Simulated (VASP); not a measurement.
Crystal: BAs.

```xyz
2
Lattice="0.0000 2.3919 2.3919 2.3919 0.0000 2.3919 2.3919 2.3919 0.0000" Properties=species:S:1:pos:R:3 pbc="T T T"
B     0.0000    0.0000    0.0000
As    1.1959    1.1959    1.1959
```

Base run:

| Item | Value |
| --- | --- |
| Program | VASP 6.6.1 |
| Functional | PBE |
| Potentials or basis | VASP PAW PBE potentials, release 64 (B, As) |
| Cutoff | 520 eV |
| k mesh | 10 × 10 × 10 |
| Occupations | fermi-dirac, width 0.02 eV |
| Spin | no spin polarisation |

Its results: band gap on the k mesh 1.18 eV, indirect (least direct gap 3.27 eV); pressure 2.8 GPa.

The run is repeated on the same cell with these changes: k mesh from 10 × 10 × 10 to 6 × 6 × 6; occupations from fermi-dirac, width 0.02 eV to gaussian, width 0.01 eV. What comes out?

Band gap on the k mesh 1.28 eV, indirect (least direct gap 3.27 eV); pressure 2.8 GPa.

A k mesh can miss the band edges.
